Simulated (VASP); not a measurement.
# KBr (F-43m) in VASP: settings compared

The runs below take KBr through single point, with HF, HSE06, PBE.

Program: VASP 6.6.1. These are calculated values, not measurements. Logs are shortened: lines on timing, memory, paths and dates and some standing lists are left out, and cuts for length are marked.

## 1. The cell of the first run

The structure is cubic, space group F-43m (No. 216). Conventional cell: a = 7.377 Å, b = 7.377 Å, c = 7.377 Å, α = 90.00°, β = 90.00°, γ = 90.00°. K (site symmetry -43m) has 4 Br at 3.19 Å within 4.2 Å. Within 4.2 Å of Br (site symmetry -43m) lie 4 K at 3.19 Å.

## 2. Single point, HF

Input file POSCAR:

```
KBr
1.0
    0.0000000000      3.6882992884      3.6882992884
    3.6882992884      0.0000000000      3.6882992884
    3.6882992884      3.6882992884      0.0000000000
K Br
1 1
Direct
    0.0000000000      0.0000000000      0.0000000000
    0.2500000000      0.2500000000      0.2500000000
```

Input file INCAR.step1:

```
  ALGO = Normal
  EDIFF = 1E-5
  ENCUT = 520
  GGA = PE
  ISIF = 2
  ISMEAR = 0
  LASPH = T
  LCHARG = F
  LREAL = F
  LWAVE = T
  NBANDS = 15
  NELM = 80
  PREC = Accurate
  SIGMA = 0.01
```

Input file INCAR.step2:

```
  AEXX = 1.0
  AGGAC = 0.0
  ALDAC = 0.0
  ALGO = Normal
  EDIFF = 1E-7
  ENCUT = 520
  GGA = PE
  ISIF = 2
  ISMEAR = 0
  ISTART = 1
  LASPH = T
  LCHARG = F
  LHFCALC = T
  LREAL = F
  LWAVE = F
  NBANDS = 15
  NELM = 80
  PREC = Accurate
  PRECFOCK = Normal
  SIGMA = 0.01
```

Input file KPOINTS:

```
k-points
0
Gamma
  4 4 4
```

Potentials or basis: VASP PAW PBE potentials, release 64 (K_sv, Br).

Launch:

```
$ cat potpaw_PBE.64/K_sv/POTCAR potpaw_PBE.64/Br/POTCAR > POTCAR
$ cp INCAR.step1 INCAR
$ mpirun -np 1 vasp_std > vasp.out
$ cp INCAR.step2 INCAR
$ mpirun -np 1 vasp_std > vasp.out
```

OUTCAR:

```text
AEXX = 1.0
   EDIFF = 1E-7
   ENCUT = 520
   GGA = PE
   ISIF = 2
   ISMEAR = 0
   ISTART = 1
   LASPH = T
   LHFCALC = T
   LREAL = F
   NELM = 80
   PREC = Accurate
   PRECFOCK = Normal

 ion  position               nearest neighbor table
   1  0.000  0.000  0.000-   2 3.19   2 3.19   2 3.19   2 3.19
   2  0.250  0.250  0.250-   1 3.19   1 3.19   1 3.19   1 3.19

  LATTYP: Found a face centered cubic cell.
 ALAT       =     7.3765985768

  Lattice vectors:

 A1 = (   0.0000000000,   3.6882992884,   3.6882992884)
 A2 = (   3.6882992884,   0.0000000000,   3.6882992884)
 A3 = (   3.6882992884,   3.6882992884,   0.0000000000)

Analysis of symmetry for initial positions (statically):
=====================================================================
 Subroutine PRICEL returns:
 Original cell was already a primitive cell.

 Routine SETGRP: Setting up the symmetry group for a
 face centered cubic supercell.

 Subroutine GETGRP returns: Found 24 space group operations
 (whereof 24 operations were pure point group operations)
 out of a pool of 48 trial point group operations.

The static configuration has the point symmetry T_d .

Analysis of symmetry for dynamics (positions and initial velocities):
=====================================================================
 Subroutine PRICEL returns:
 Original cell was already a primitive cell.

 Routine SETGRP: Setting up the symmetry group for a
 face centered cubic supercell.

 Subroutine GETGRP returns: Found 24 space group operations
 (whereof 24 operations were pure point group operations)
 out of a pool of 48 trial point group operations.

The dynamic configuration has the point symmetry T_d .

 Subroutine INISYM returns: Found 24 space group operations
 (whereof 24 operations are pure point group operations),
 and found     1 'primitive' translations

----------------------------------------------------------------------------------------

                                     Primitive cell

  volume of cell :     100.3479

  direct lattice vectors                    reciprocal lattice vectors
     0.000000000  3.688299288  3.688299288    -0.135563836  0.135563836  0.135563836
     3.688299288  0.000000000  3.688299288     0.135563836 -0.135563836  0.135563836
     3.688299288  3.688299288  0.000000000     0.135563836  0.135563836 -0.135563836

  length of vectors
     5.216042876  5.216042876  5.216042876     0.234803452  0.234803452  0.234803452

  position of ions in fractional coordinates (direct lattice)
     0.000000000  0.000000000  0.000000000
     0.250000000  0.250000000  0.250000000

  ion indices of the primitive-cell ions
   primitive index   ion index
                 1           1
                 2           2

----------------------------------------------------------------------------------------

 KPOINTS: k-points

Automatic generation of k-mesh.
 Grid dimensions read from file:
 generate k-points for:    4    4    4

 Generating k-lattice:

  Cartesian coordinates                     Fractional coordinates (reciprocal lattice)
    -0.033890959  0.033890959  0.033890959     0.250000000  0.000000000  0.000000000
     0.033890959 -0.033890959  0.033890959     0.000000000  0.250000000  0.000000000
     0.033890959  0.033890959 -0.033890959     0.000000000  0.000000000  0.250000000

  Length of vectors
     0.058700863  0.058700863  0.058700863

  Shift w.r.t. Gamma in fractional coordinates (k-lattice)
     0.000000000  0.000000000  0.000000000

 Subroutine IBZKPT returns following result:
 ===========================================

 Found      8 irreducible k-points:

 Following reciprocal coordinates:
            Coordinates               Weight
  0.000000  0.000000  0.000000      1.000000
  0.250000  0.000000  0.000000      8.000000
  0.500000  0.000000  0.000000      4.000000
  0.250000  0.250000  0.000000      6.000000
  0.500000  0.250000  0.000000     24.000000
 -0.250000  0.250000  0.000000     12.000000
  0.500000  0.500000  0.000000      3.000000
 -0.250000  0.500000  0.250000      6.000000
   k-points           NKPTS =      8   k-points in BZ     NKDIM =     64   number of bands    NBANDS=     15
   number of dos      NEDOS =    301   number of ions     NIONS =      2
   total plane-waves  NPLWV =  64000
   dimension x,y,z NGX =    40 NGY =   40 NGZ =   40
   dimension x,y,z NGXF=    80 NGYF=   80 NGZF=   80
   ions per type =               1   1
   NGX,Y,Z   is equivalent  to a cutoff of  12.75, 12.75, 12.75 a.u.
   NGXF,Y,Z  is equivalent  to a cutoff of  25.50, 25.50, 25.50 a.u.
 SYSTEM =  unknown system
   PREC   = accura    normal or accurate (medium, high low for compatibility)
   ISTART =      1    job   : 0-new  1-cont  2-samecut
   ICHARG =      0    charge: 1-file 2-atom 10-const
   ISPIN  =      1    spin polarized calculation?
   LNONCOLLINEAR =      F non collinear calculations
   LSORBIT =      F    spin-orbit coupling
   LASPH  =      T    aspherical Exc in radial PAW
   ENCUT  =  520.0 eV  38.22 Ry    6.18 a.u.   9.70  9.70  9.70*2*pi/ulx,y,z
   NELM   =     80;   NELMIN=  2; NELMDL=  0     # of ELM steps
   EDIFF  = 0.1E-06   stopping-criterion for ELM
   LREAL  =      F    real-space projection
   EDIFFG = 0.1E-05   stopping-criterion for IOM
   NSW    =      0    number of steps for IOM
   IBRION =     -1    ionic relax: 0-MD 1-quasi-New 2-CG
   NFREE  =      0    steps in history (QN), initial steepest desc. (CG)
   ISIF   =      2    stress and relaxation
   ISYM   =      3    0-nonsym 1-usesym 2-fastsym
   POTIM  = 0.5000    time-step for ionic-motion
   TEBEG  =    0.0;   TEEND  =   0.0 temperature during run
   PSTRESS=    0.0 pullay stress
   NELECT =      16.0000    total number of electrons
   NUPDOWN=      -1.0000    fix difference up-down
   EMIN   =  10.00;   EMAX   =-10.00  energy-range for DOS
   EFERMI =   0.00;   METHOD = LEGACY
   ISMEAR =     0;   SIGMA  =   0.01  broadening in eV -4-tet -1-fermi 0-gaus
   EFERMI_NEDOS =   21; number of points for ismear=-14 and -15
   IALGO  =     38    algorithm
   IMIX   =      1    mixing-type and parameters
     AMIX     =   0.40;   BMIX     =  1.00
     AMIX_MAG =   1.60;   BMIX_MAG =  1.00
  volume/ion in A,a.u.               =      50.17       338.59
  Fermi-wavevector in a.u.,A,eV,Ry     =   0.887725  1.677558 10.722159  0.788056
  Thomas-Fermi vector in A             =   2.009061
   LORBIT       =      0    0 simple, 1 ext, 2 COOP (PROOUT), +10 PAW based schemes
   GGA     = PE    functional components
   LHFCALC =     T    Hartree Fock is set to
   PRECFOCK=normal    Normal, Fast or Accurate (Low or Medium for compatibility)
   ENCUT4O =  -1.0   cutoff for four orbital integrals eV
   NKREDX  =     1    reduce k-point grid by
   NKREDY  =     1    reduce k-point grid by
   NKREDZ  =     1    reduce k-point grid by
   AEXX    =    1.0000 exact exchange contribution
   HFSCREEN=    0.0000 screening length (either q_TF or 0.3 A-1)
   HFSCREENC=   0.0000 screening length for correlation (either q_TF or 0.3 A-1)
   ENCUTFOCK=  -1.0 apply spherical cutoff to Coloumb kernel
   IVDW    =     0    specifies the selected vdW correction
   LEPSILON=     F    determine dielectric tensor
   LRPA    =     F    only Hartree local field effects (RPA)
 non-spin polarized calculation
 Gauss-broadening in eV      SIGMA  =   0.01
  energy-cutoff  :      520.00
  volume of cell :      100.35
 maximum number of plane-waves:      2733
 NGX is ok and might be reduce to    40
  NGX = 30; NGY = 30; NGZ = 30

 number of electron      15.9999997 magnetization

 Free energy of the ion-electron system (eV)
  ---------------------------------------------------
  ext. energy  EPLUGINS =         0.00000000
  ---------------------------------------------------
  free energy    TOTEN  =       -11.02815825 eV

  energy without entropy =      -11.02815825  energy(sigma->0) =      -11.02815825

 E-fermi :  -7.0714     XC(G=0):   0.0000

 val. band max:       -7.1747379857   @ k =  -0.2500   0.2500   0.0000
 cond. band min:       4.1280978249   @ k =   0.0000   0.0000   0.0000
 fundamental gap:     11.3028358106
 Fermi energy:        -7.0714289771

 k-point     1 :       0.0000    0.0000    0.0000
  band No.  band energies     occupation
      1     -43.4582      2.00000
      2     -23.0651      2.00000
      3     -21.5393      2.00000
      4     -21.5393      2.00000
      5     -21.5393      2.00000
      6      -7.1795      2.00000
      7      -7.1795      2.00000
      8      -7.1795      2.00000
      9       4.1281      0.00000
     10      10.0661      0.00000
     11      10.0661      0.00000
     12      10.4072      0.00000
     13      10.4072      0.00000
     14      10.4072      0.00000
     15      11.5914      0.00000

 k-point     2 :       0.2500    0.0000    0.0000
  band No.  band energies     occupation
      1     -43.4572      2.00000
      2     -23.1451      2.00000
      3     -21.5443      2.00000
      4     -21.5443      2.00000
      5     -21.4375      2.00000
      6      -7.4319      2.00000
      7      -7.1774      2.00000
      8      -7.1774      2.00000
      9       5.0697      0.00000
     10       8.8328      0.00000
     11       9.1879      0.00000
     12       9.1879      0.00000
     13      10.7091      0.00000
     14      11.3183      0.00000
     15      11.3183      0.00000
[... 77 lines left out ...]
      3     -21.5629      2.00000
      4     -21.5629      2.00000
      5     -21.2685      2.00000
      6      -7.6941      2.00000
      7      -7.2140      2.00000
      8      -7.2140      2.00000
      9       5.8410      0.00000
     10       7.4355      0.00000
     11       9.9115      0.00000
     12      10.6083      0.00000
     13      10.6083      0.00000
     14      11.2924      0.00000
     15      12.1809      0.00000

 k-point     8 :      -0.2500    0.5000    0.2500
  band No.  band energies     occupation
      1     -43.4556      2.00000
      2     -23.2565      2.00000
      3     -21.5685      2.00000
      4     -21.5632      2.00000
      5     -21.2644      2.00000
      6      -7.4843      2.00000
      7      -7.4325      2.00000
      8      -7.2214      2.00000
      9       6.1916      0.00000
     10       7.4574      0.00000
     11       9.2153      0.00000
     12       9.7768      0.00000
     13      10.7425      0.00000
     14      11.6405      0.00000
     15      12.3355      0.00000

------------------------ aborting loop because EDIFF is reached ----------------------------------------

  FORCE on cell =-STRESS in cart. coord.  units (eV):
  Direction    XX          YY          ZZ          XY          YZ          ZX
  --------------------------------------------------------------------------------------
  -------------------------------------------------------------------------------------
  Total        0.6496503      0.6496503      0.6496503      0.0000000      0.0000000      0.0000000
  in kB       10.3724595     10.3724595     10.3724595      0.0000000      0.0000000      0.0000000
  external PRESSURE =      10.3724595 kB  Pullay stress =       0.0000000 kB

 VOLUME and BASIS-vectors are now :
 -----------------------------------------------------------------------------
  energy-cutoff  :      520.00
  volume of cell :      100.35
      direct lattice vectors                 reciprocal lattice vectors
     0.000000000  3.688299288  3.688299288    -0.135563836  0.135563836  0.135563836
     3.688299288  0.000000000  3.688299288     0.135563836 -0.135563836  0.135563836
     3.688299288  3.688299288  0.000000000     0.135563836  0.135563836 -0.135563836

 POSITION                                       TOTAL-FORCE (eV/Angst)
 -----------------------------------------------------------------------------------
      0.00000      0.00000      0.00000         0.000000      0.000000      0.000000
      1.84415      1.84415      1.84415        -0.000000     -0.000000     -0.000000
 -----------------------------------------------------------------------------------
    total drift:                                0.000001      0.000000     -0.000002

  FREE ENERGIE OF THE ION-ELECTRON SYSTEM (eV)
  ---------------------------------------------------
  free  energy   TOTEN  =       -11.0281582452 eV

  energy  without entropy=      -11.0281582452  energy(sigma->0) =      -11.02815825
```

Run time: 14 min. Hardware: 1 thread of Intel Xeon Platinum 8375C at 2.90GHz (Ice Lake), shared host; peak memory 0.25 GiB.

What came out:

```
Free energy            : -11.0282 eV
Pressure               : 1.0 GPa
Band gap on the k mesh : 11.30 eV, indirect (the least direct gap lies 4.8 meV higher)
```

Caveat: the PAW data sets were made with another functional, which shifts forces and pressure a little.

(Continued in part 2 of 2.)
